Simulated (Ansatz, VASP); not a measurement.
## ZnO in VASP and in Ansatz

File INCAR:

```
SYSTEM = ZnO
PREC     = Accurate       ! precision mode
ENCUT    = 520            ! plane-wave cutoff, eV
EDIFF    = 1E-6           ! SCF threshold, eV
ISMEAR   = 0              ! smearing method
SIGMA    = 0.01           ! smearing width, eV
LREAL    = .False.        ! projectors in reciprocal space
LASPH    = .True.         ! aspherical terms in the spheres
NELM     = 80             ! most SCF steps
ALGO     = Normal         ! electronic algorithm
ISIF     = 2              ! what is computed and relaxed
LWAVE    = .False.        ! write WAVECAR
LCHARG   = .False.        ! write CHGCAR
GGA      = PE             ! functional
NBANDS   = 26             ! bands
```

The input KPOINTS:

```
Automatic mesh
0
Gamma
  9 9 4
  0 0 0
```

POSCAR

```
ZnO
1.0
    3.3437067928      0.0000000000      0.0000000000
   -1.6718533964      2.8957350253      0.0000000000
    0.0000000000      0.0000000000      5.3977360164
Zn O
2 2
Direct
    0.3333333333      0.6666666667     -0.0020276137
    0.6666666667      0.3333333333      0.4979723863
    0.3333333333      0.6666666667      0.3770276137
    0.6666666667      0.3333333333      0.8770276137
```

Input for Ansatz:

```yaml
crystal:
  lattice:
    - [3.3437067928, 0.0, 0.0]
    - [-1.6718533964, 2.8957350253, 0.0]
    - [0.0, 0.0, 5.3977360164]
  atoms:
    - { symbol: Zn, position: [0.3333333333, 0.6666666667, -0.0020276137] }
    - { symbol: Zn, position: [0.6666666667, 0.3333333333, 0.4979723863] }
    - { symbol: O, position: [0.3333333333, 0.6666666667, 0.3770276137] }
    - { symbol: O, position: [0.6666666667, 0.3333333333, 0.8770276137] }
kpoints:
  mp_grid: { grid: [9, 9, 4] }
hamiltonian:
  xc: pbe
scf:
  occupations: { method: fixed }
  n_extra_bands: 5
output:
  forces: true
  stress: true
  eigenvalues: true
```

Alike in both runs: task single point; functional PBE; k mesh 9 × 9 × 4; no spin polarisation.

|  | VASP | Ansatz |
| --- | --- | --- |
| version | VASP 6.6.1 | Ansatz 0.2.0 |
| potentials or method | VASP PAW PBE potentials, release 64 (Zn, O) | plane waves, PAW |
| plane-wave cutoff (eV) | 520 | 420 |
| occupations | gaussian, width 0.01 eV | fixed |
| valence electrons in the cell | 36 | 36 |

```tsv
	VASP	Ansatz	Ansatz less VASP
gap on the k mesh at the Fermi level (eV)	0.64	0.66	+0.016
pressure (GPa)	-5.9	-6.6	-0.72
```
